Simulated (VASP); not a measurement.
# GaAs (F-43m) in VASP: a series of runs

The runs below take GaAs through single point, with PBE.

Everything below comes from runs of VASP 6.6.1. Logs are shortened: lines on timing, memory, paths and dates and some standing lists are left out, and cuts for length are marked.

### Step 1. The cell of the first run

Symmetry: F-43m, No. 216, cubic system. The conventional cell has a = 5.654 Å, b = 5.654 Å, c = 5.654 Å, α = 90.00°, β = 90.00°, γ = 90.00°. Ga (site symmetry -43m) has 4 As at 2.45 Å within 3.2 Å. As (site symmetry -43m) has 4 Ga at 2.45 Å within 3.2 Å.

### Step 2. Single point, PBE

File INCAR:

```
ALGO = Normal
EDIFF = 1E-6
ENCUT = 500
GGA = PE
GGA_COMPAT = F
ISIF = 2
ISMEAR = 0
LASPH = T
LCHARG = F
LREAL = F
LWAVE = F
NBANDS = 16
NELM = 120
PREC = Accurate
SIGMA = 0.01
```

File KPOINTS:

```
k-points
0
Gamma
  3 3 3
```

File POSCAR:

```
GaAs
1.0
    3.9977700000      0.0000000000      0.0000000000
    1.9988850000      3.4621703785      0.0000000000
    1.9988850000      1.1540567928      3.2641655363
Ga As
1 1
Direct
    0.0000000000      0.0000000000      0.0000000000
    0.2500000000      0.2500000000      0.2500000000
```

Potentials or basis: VASP PAW PBE potentials, release 64 (Ga_d, As).

Run with:

```
> cat potpaw_PBE.64/Ga_d/POTCAR potpaw_PBE.64/As/POTCAR > POTCAR
> mpirun -np 1 vasp_std > vasp.out
```

OUTCAR:

```text
EDIFF = 1E-6
   ENCUT = 500
   GGA = PE
   ISIF = 2
   ISMEAR = 0
   LASPH = T
   LREAL = F
   NELM = 120
   PREC = Accurate

 ion  position               nearest neighbor table
   1  0.000  0.000  0.000-   2 2.45   2 2.45   2 2.45   2 2.45
   2  0.250  0.250  0.250-   1 2.45   1 2.45   1 2.45   1 2.45

  LATTYP: Found a face centered cubic cell.
 ALAT       =     5.6537005533

  Lattice vectors:

 A1 = (   3.9977700000,   0.0000000000,   0.0000000000)
 A2 = (   1.9988850000,   3.4621703785,   0.0000000000)
 A3 = (   1.9988850000,   1.1540567928,   3.2641655363)

Analysis of symmetry for initial positions (statically):
=====================================================================
 Subroutine PRICEL returns:
 Original cell was already a primitive cell.

 Routine SETGRP: Setting up the symmetry group for a
 face centered cubic supercell.

 Subroutine GETGRP returns: Found 24 space group operations
 (whereof 24 operations were pure point group operations)
 out of a pool of 48 trial point group operations.

The static configuration has the point symmetry T_d .

Analysis of symmetry for dynamics (positions and initial velocities):
=====================================================================
 Subroutine PRICEL returns:
 Original cell was already a primitive cell.

 Routine SETGRP: Setting up the symmetry group for a
 face centered cubic supercell.

 Subroutine GETGRP returns: Found 24 space group operations
 (whereof 24 operations were pure point group operations)
 out of a pool of 48 trial point group operations.

The dynamic configuration has the point symmetry T_d .

 Subroutine INISYM returns: Found 24 space group operations
 (whereof 24 operations are pure point group operations),
 and found     1 'primitive' translations

----------------------------------------------------------------------------------------

                                     Primitive cell

  volume of cell :      45.1792

  direct lattice vectors                    reciprocal lattice vectors
     3.997770000  0.000000000  0.000000000     0.250139453 -0.144418080 -0.102119004
     1.998885000  3.462170379  0.000000000     0.000000000  0.288836161 -0.102119004
     1.998885000  1.154056793  3.264165536     0.000000000  0.000000000  0.306357012

  length of vectors
     3.997770000  3.997770000  3.997770000     0.306357012  0.306357012  0.306357012

  position of ions in fractional coordinates (direct lattice)
     0.000000000  0.000000000  0.000000000
     0.250000000  0.250000000  0.250000000

  ion indices of the primitive-cell ions
   primitive index   ion index
                 1           1
                 2           2

----------------------------------------------------------------------------------------

 KPOINTS: k-points

Automatic generation of k-mesh.
 Grid dimensions read from file:
 generate k-points for:    3    3    3

 Generating k-lattice:

  Cartesian coordinates                     Fractional coordinates (reciprocal lattice)
     0.083379818 -0.048139360 -0.034039668     0.333333333 -0.000000000 -0.000000000
     0.000000000  0.096278720 -0.034039668     0.000000000  0.333333333  0.000000000
     0.000000000  0.000000000  0.102119004     0.000000000  0.000000000  0.333333333

  Length of vectors
     0.102119004  0.102119004  0.102119004

  Shift w.r.t. Gamma in fractional coordinates (k-lattice)
     0.000000000  0.000000000  0.000000000

 Subroutine IBZKPT returns following result:
 ===========================================

 Found      4 irreducible k-points:

 Following reciprocal coordinates:
            Coordinates               Weight
  0.000000  0.000000  0.000000      1.000000
  0.333333 -0.000000  0.000000      8.000000
  0.333333  0.333333 -0.000000      6.000000
 -0.333333  0.333333 -0.000000     12.000000
   k-points           NKPTS =      4   k-points in BZ     NKDIM =      4   number of bands    NBANDS=     16
   number of dos      NEDOS =    301   number of ions     NIONS =      2
   total plane-waves  NPLWV =  27000
   dimension x,y,z NGX =    30 NGY =   30 NGZ =   30
   dimension x,y,z NGXF=    60 NGYF=   60 NGZF=   60
   ions per type =               1   1
   NGX,Y,Z   is equivalent  to a cutoff of  12.48, 12.48, 12.48 a.u.
   NGXF,Y,Z  is equivalent  to a cutoff of  24.95, 24.95, 24.95 a.u.
 SYSTEM =  unknown system
   PREC   = accura    normal or accurate (medium, high low for compatibility)
   ISTART =      0    job   : 0-new  1-cont  2-samecut
   ICHARG =      2    charge: 1-file 2-atom 10-const
   ISPIN  =      1    spin polarized calculation?
   LNONCOLLINEAR =      F non collinear calculations
   LSORBIT =      F    spin-orbit coupling
   LASPH  =      T    aspherical Exc in radial PAW
   ENCUT  =  500.0 eV  36.75 Ry    6.06 a.u.   7.29  7.29  7.29*2*pi/ulx,y,z
   NELM   =    120;   NELMIN=  2; NELMDL= -5     # of ELM steps
   EDIFF  = 0.1E-05   stopping-criterion for ELM
   LREAL  =      F    real-space projection
   EDIFFG = 0.1E-04   stopping-criterion for IOM
   NSW    =      0    number of steps for IOM
   IBRION =     -1    ionic relax: 0-MD 1-quasi-New 2-CG
   NFREE  =      0    steps in history (QN), initial steepest desc. (CG)
   ISIF   =      2    stress and relaxation
   ISYM   =      2    0-nonsym 1-usesym 2-fastsym
   POTIM  = 0.5000    time-step for ionic-motion
   TEBEG  =    0.0;   TEEND  =   0.0 temperature during run
   PSTRESS=    0.0 pullay stress
   NELECT =      18.0000    total number of electrons
   NUPDOWN=      -1.0000    fix difference up-down
   EMIN   =  10.00;   EMAX   =-10.00  energy-range for DOS
   EFERMI =   0.00;   METHOD = LEGACY
   ISMEAR =     0;   SIGMA  =   0.01  broadening in eV -4-tet -1-fermi 0-gaus
   EFERMI_NEDOS =   21; number of points for ismear=-14 and -15
   IALGO  =     38    algorithm
   IMIX   =      4    mixing-type and parameters
     AMIX     =   0.40;   BMIX     =  1.00
     AMIX_MAG =   1.60;   BMIX_MAG =  1.00
  volume/ion in A,a.u.               =      22.59       152.44
  Fermi-wavevector in a.u.,A,eV,Ry     =   1.204628  2.276416 19.743795  1.451128
  Thomas-Fermi vector in A             =   2.340347
   LORBIT       =      0    0 simple, 1 ext, 2 COOP (PROOUT), +10 PAW based schemes
   GGA     = PE    functional components
   LHFCALC =     F    Hartree Fock is set to
   AEXX    =    0.0000 exact exchange contribution
   IVDW    =     0    specifies the selected vdW correction
   LEPSILON=     F    determine dielectric tensor
   LRPA    =     F    only Hartree local field effects (RPA)
 non-spin polarized calculation
 Gauss-broadening in eV      SIGMA  =   0.01
  energy-cutoff  :      500.00
  volume of cell :       45.18
 maximum number of plane-waves:      1150
 NGX is ok and might be reduce to    30
   NGX = 15   NGY = 15   NGZ = 15

 number of electron      17.9999995 magnetization

 Free energy of the ion-electron system (eV)
  ---------------------------------------------------
  ext. energy  EPLUGINS =         0.00000000
  ---------------------------------------------------
  free energy    TOTEN  =        -7.66742550 eV

  energy without entropy =       -7.66742550  energy(sigma->0) =       -7.66742550

 E-fermi :   4.1193     XC(G=0):  -9.5152

 val. band max:        4.0560047546   @ k =   0.0000   0.0000   0.0000
 cond. band min:       4.5504943322   @ k =   0.0000   0.0000   0.0000
 fundamental gap:      0.4944895776
 Fermi energy:         4.1193376741

 k-point     1 :       0.0000    0.0000    0.0000
  band No.  band energies     occupation
      1     -10.8858      2.00000
      2     -10.8858      2.00000
      3     -10.8858      2.00000
      4     -10.8101      2.00000
      5     -10.8101      2.00000
      6      -8.6762      2.00000
[... 8 lines left out ...]
     15      14.1046      0.00000
     16      14.1046      0.00000

 k-point     2 :       0.3333   -0.0000    0.0000
  band No.  band energies     occupation
      1     -10.9428      2.00000
      2     -10.8704      2.00000
      3     -10.8704      2.00000
      4     -10.8083      2.00000
      5     -10.8083      2.00000
      6      -7.5228      2.00000
[... 8 lines left out ...]
     15      13.6575      0.00000
     16      13.6575      0.00000

 k-point     3 :       0.3333    0.3333   -0.0000
  band No.  band energies     occupation
      1     -10.9690      2.00000
      2     -10.8499      2.00000
      3     -10.8499      2.00000
      4     -10.8282      2.00000
      5     -10.8006      2.00000
      6      -7.1070      2.00000
[... 8 lines left out ...]
     15      15.8699      0.00000
     16      17.1100      0.00000

 k-point     4 :      -0.3333    0.3333   -0.0000
  band No.  band energies     occupation
      1     -10.9726      2.00000
      2     -10.8563      2.00000
      3     -10.8490      2.00000
      4     -10.8179      2.00000
      5     -10.8068      2.00000
      6      -6.3364      2.00000
[... 8 lines left out ...]
     15      13.6587      0.00000
     16      18.2990      0.00000

------------------------ aborting loop because EDIFF is reached ----------------------------------------

  FORCE on cell =-STRESS in cart. coord.  units (eV):
  Direction    XX          YY          ZZ          XY          YZ          ZX
  --------------------------------------------------------------------------------------
  -------------------------------------------------------------------------------------
  Total        1.3106357      1.3106357      1.3106357      0.0000000     -0.0000000      0.0000000
  in kB       46.4787202     46.4787202     46.4787202      0.0000000     -0.0000000      0.0000000
  external PRESSURE =      46.4787202 kB  Pullay stress =       0.0000000 kB

 VOLUME and BASIS-vectors are now :
 -----------------------------------------------------------------------------
  energy-cutoff  :      500.00
  volume of cell :       45.18
      direct lattice vectors                 reciprocal lattice vectors
     3.997770000  0.000000000  0.000000000     0.250139453 -0.144418080 -0.102119004
     1.998885000  3.462170379  0.000000000     0.000000000  0.288836161 -0.102119004
     1.998885000  1.154056793  3.264165536     0.000000000  0.000000000  0.306357012

 POSITION                                       TOTAL-FORCE (eV/Angst)
 -----------------------------------------------------------------------------------
      0.00000      0.00000      0.00000         0.000000      0.000000      0.000000
      1.99889      1.15406      0.81604        -0.000000     -0.000000     -0.000000
 -----------------------------------------------------------------------------------
    total drift:                               -0.000000      0.000000     -0.000000

  FREE ENERGIE OF THE ION-ELECTRON SYSTEM (eV)
  ---------------------------------------------------
  free  energy   TOTEN  =        -7.6674255006 eV

  energy  without entropy=       -7.6674255006  energy(sigma->0) =       -7.66742550
```

It used 5.4 s of CPU time on 1 thread of AMD EPYC 7R13 Processor (Zen 3), with other jobs on the host.

Results:

- Free energy: -7.6674 eV
- Pressure: 4.6 GPa
- Band gap on the k mesh: 0.49 eV, direct

Caveat: the k points lie up to 0.64 Å⁻¹ apart.

### Step 3. Single point, PBE

File INCAR:

```
SYSTEM = GaAs
  ALGO = Normal
  EDIFF = 1E-6
  ENCUT = 500
  GGA = PE
  GGA_COMPAT = .False.
  ISIF = 2
  ISMEAR = 0
  LASPH = .True.
  LCHARG = .True.
  LELF = .True.
  LREAL = .False.
  LVHAR = .True.
  LWAVE = .False.
  NBANDS = 16
  NELM = 120
  PREC = Accurate
  SIGMA = 0.01
```

File KPOINTS:

```
k-points
0
Gamma
  3 3 3
  0 0 0
```

POSCAR is that of step 2.

Potentials or basis: VASP PAW PBE potentials, release 64 (Ga_d, As).

Run with:

```
> cat potpaw_PBE.64/Ga_d/POTCAR potpaw_PBE.64/As/POTCAR > POTCAR
> mpirun -np 1 vasp_std > vasp.out
```

It used 6.2 s of CPU time on 1 thread of AMD EPYC 7R13 Processor (Zen 3), with other jobs on the host.

Results (log left out):

| Quantity | Value |
| --- | --- |
| Free energy | -7.6674 eV |
| Pressure | 4.6 GPa |
| Band gap on the k mesh | 0.49 eV, direct |

Levels at points of the mesh, in eV from the valence-band top:
| k point | band 5 | band 6 | band 7 | band 8 | band 9 | band 10 | band 11 | band 12 | band 13 | band 14 |
| --- | --- | --- | --- | --- | --- | --- | --- | --- | --- | --- |
| (0.00, 0.00, 0.00) | -14.87 | -12.73 | 0.00 | 0.00 | 0.00 | 0.49 | 3.64 | 3.64 | 3.64 | 7.58 |

Caveat: the k points lie up to 0.64 Å⁻¹ apart.

### Step 4. Single point, PBE

File INCAR:

```
SYSTEM = GaAs
  PREC = Accurate
  ENCUT = 500
  EDIFF = 1E-6
  ISMEAR = 0
  SIGMA = 0.01
  LREAL = .FALSE.
  LASPH = .TRUE.
  NELM = 120
  ALGO = Normal
  ISIF = 2
  LWAVE = .FALSE.
  LCHARG = .FALSE.
  GGA = PE
  NBANDS = 16
  GGA_COMPAT = .FALSE.
```

File KPOINTS:

```
regular mesh
0
G
  5 5 5
  0 0 0
```

POSCAR is that of step 3.

Potentials or basis: VASP PAW PBE potentials, release 64 (Ga_d, As).

Run with:

```
> cat potpaw_PBE.64/Ga_d/POTCAR potpaw_PBE.64/As/POTCAR > POTCAR
> mpirun -np 1 vasp_std > vasp.out
```

OUTCAR:

```text
SYSTEM = GaAs
   PREC = Accurate
   ENCUT = 500
   EDIFF = 1E-6
   ISMEAR = 0
   LREAL = .FALSE.
   LASPH = .TRUE.
   NELM = 120
   ISIF = 2
   GGA = PE

 ion  position               nearest neighbor table
   1  0.000  0.000  0.000-   2 2.45   2 2.45   2 2.45   2 2.45
   2  0.250  0.250  0.250-   1 2.45   1 2.45   1 2.45   1 2.45

  LATTYP: Found a face centered cubic cell.
 ALAT       =     5.6537005533

  Lattice vectors:

 A1 = (   3.9977700000,   0.0000000000,   0.0000000000)
[... 359 lines left out ...]

------------------------ aborting loop because EDIFF is reached ----------------------------------------

  FORCE on cell =-STRESS in cart. coord.  units (eV):
  Direction    XX          YY          ZZ          XY          YZ          ZX
  --------------------------------------------------------------------------------------
  -------------------------------------------------------------------------------------
  Total        0.9796309      0.9796309      0.9796309     -0.0000000     -0.0000000      0.0000000
  in kB       34.7403856     34.7403856     34.7403856     -0.0000000     -0.0000000      0.0000000
  external PRESSURE =      34.7403856 kB  Pullay stress =       0.0000000 kB

 VOLUME and BASIS-vectors are now :
 -----------------------------------------------------------------------------
  energy-cutoff  :      500.00
  volume of cell :       45.18
      direct lattice vectors                 reciprocal lattice vectors
     3.997770000  0.000000000  0.000000000     0.250139453 -0.144418080 -0.102119004
     1.998885000  3.462170379  0.000000000     0.000000000  0.288836161 -0.102119004
     1.998885000  1.154056793  3.264165536     0.000000000  0.000000000  0.306357012

 POSITION                                       TOTAL-FORCE (eV/Angst)
 -----------------------------------------------------------------------------------
      0.00000      0.00000      0.00000         0.000000      0.000000     -0.000000
      1.99889      1.15406      0.81604        -0.000000     -0.000000      0.000000
 -----------------------------------------------------------------------------------
    total drift:                               -0.000000      0.000000     -0.000000

  FREE ENERGIE OF THE ION-ELECTRON SYSTEM (eV)
  ---------------------------------------------------
  free  energy   TOTEN  =        -8.1885735826 eV

  energy  without entropy=       -8.1885735826  energy(sigma->0) =       -8.18857358
```

stdout:

```text
POSCAR found type information on POSCAR GaAs
 POSCAR found :  2 types and       2 ions
 scaLAPACK will be used
 LDA part: xc-table for (Slater+PW92), standard interpolation
 POSCAR, INCAR and KPOINTS ok, starting setup
 FFT: planning ... GRIDC
 FFT: planning ... GRID_SOFT
 FFT: planning ... GRID
 WAVECAR not read
 entering main loop
```

Run time: 13 s. Hardware: 1 thread of AMD EPYC 7R13 (Zen 3), shared host; peak memory 0.13 GiB.

Results:

```yaml
Free_energy: -8.1886 eV
Pressure: 3.5 GPa
Band_gap_on_the_k_mesh: 0.52 eV, direct
```

Levels at points of the mesh, in eV from the valence-band top:
```csv
k point,band 7,band 8,band 9,band 10,band 11,band 12
"(0.00, 0.00, 0.00)",0.00,0.00,0.00,0.52,3.71,3.71
```

### Step 5. Single point, PBE

File INCAR:

```
ALGO = Normal
EDIFF = 1E-6
ENCUT = 500
GGA = PE
GGA_COMPAT = F
ISIF = 2
ISMEAR = 0
LASPH = T
LCHARG = F
LREAL = F
LWAVE = F
NBANDS = 16
NELM = 120
PREC = Accurate
SIGMA = 0.01
```

File KPOINTS:

```
k-points
0
Gamma
  6 6 6
```

POSCAR is that of step 4.

Run with:

```
> cat potpaw_PBE.64/Ga_d/POTCAR potpaw_PBE.64/As/POTCAR > POTCAR
> mpirun -np 1 vasp_std > vasp.out
```

Run time: 18 s. Hardware: 1 thread of AMD EPYC 7R13 (Zen 3), shared host; peak memory 0.14 GiB.

Results (log left out):

| Item | Value |
| --- | --- |
| Free energy | -8.2269 eV |
| Pressure | 3.4 GPa |
| Band gap on the k mesh | 0.52 eV, direct |

Levels at points of the mesh, in eV from the valence-band top:
```
           k point  band 7  band 8  band 9  band 10  band 11  band 12
(0.00, 0.00, 0.00)    0.00    0.00    0.00     0.52     3.72     3.72
(0.50, 0.00, 0.00)   -6.64   -1.14   -1.14     1.00     4.63     4.63
(0.50, 0.50, 0.00)   -6.82   -2.68   -2.68     1.46     1.65    10.16
```

### Step 6. The runs side by side

| k mesh | gap on the mesh (eV) | pressure (GPa) |
| --- | --- | --- |
| 3 × 3 × 3 | 0.49 | 4.6 |
| 5 × 5 × 5 | 0.52 | 3.5 |
| 6 × 6 × 6 | 0.52 | 3.4 |

Alike in all rows: task single point; level PBE; potentials or basis VASP PAW PBE potentials, release 64 (Ga_d, As); no spin polarisation; cell as given; cutoff (eV) 500; smearing gaussian 0.01 eV.

Caveats: some runs use coarse meshes.

Total energies depend on the potentials used, so only differences within one code and one set of settings carry meaning.
